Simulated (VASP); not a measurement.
Wanted: the native input for a VASP 6.6.1 run.

```
Task                   : single point
Functional             : r2SCAN
Potentials or basis    : VASP PAW PBE potentials, release 64 (Na_pv, I)
Cutoff                 : 520 eV
k mesh                 : 8 × 8 × 8
Occupations            : gaussian, width 0.05 eV
Spin                   : no spin polarisation
Dipole correction      : no
Further INCAR settings : ALGO = Normal; EDIFF = 1e-06; NBANDS = 14
```

The system is NaI.

```
Na I
1.0
     0.00000    3.73615    2.42850
     3.73615    0.00000    2.42850
     3.73615    3.73615    0.00000
Na I
1 1
Direct
  0.00000 0.00000 0.00000
  0.50000 0.50000 0.50000
```

This cell differs from its parent crystal: ratio of the length along z to the lengths across it x 0.65, volume and fractional coordinates fixed.

One way to write it, as run:

POSCAR

```
NaI
1.0
    0.0000000000      3.7361508850      2.4284980752
    3.7361508850      0.0000000000      2.4284980752
    3.7361508850      3.7361508850      0.0000000000
Na I
1 1
Direct
    0.0000000000      0.0000000000      0.0000000000
    0.5000000000      0.5000000000      0.5000000000
```

INCAR.step1

```
PREC = Accurate ; ENCUT = 520
ISMEAR = 0 ; SIGMA = 0.05
LREAL = F ; LASPH = T
NELM = 60 ; NBANDS = 14
GGA = PE ; ALGO = Normal
EDIFF = 1E-4 ; LWAVE = T
LCHARG = F
```

INCAR.step2

```
PREC = Accurate ; ENCUT = 520
EDIFF = 1E-6 ; ISMEAR = 0
SIGMA = 0.05 ; LREAL = F
LASPH = T ; NELM = 60
ALGO = Normal ; ISIF = 2
LWAVE = F ; LCHARG = F
METAGGA = R2SCAN ; LMIXTAU = T
NBANDS = 14 ; ISTART = 1
```

KPOINTS

```
regular mesh
0
Gamma
  8 8 8
```

Potentials or basis: VASP PAW PBE potentials, release 64 (Na_pv, I).

The run is started by

```sh
$ cat potpaw_PBE.64/Na_pv/POTCAR potpaw_PBE.64/I/POTCAR > POTCAR
$ cp INCAR.step1 INCAR
$ mpirun -np 1 vasp_std > vasp.out
$ cp INCAR.step2 INCAR
$ mpirun -np 1 vasp_std > vasp.out
```

It gave:

```yaml
Pressure: 11.3 GPa
Band_gap_on_the_k_mesh: 4.35 eV (least direct gap 4.39 eV)
```

Caveat: the cell stands under pressure; the PAW data sets were made with another functional, which shifts forces and pressure a little; spin-orbit coupling is left out, which moves the levels of the heavy elements.

Wall time 6 min on 1 thread of AMD EPYC 7R43 64-Core Processor (Zen 3) (shared host), peak memory 0.21 GiB.
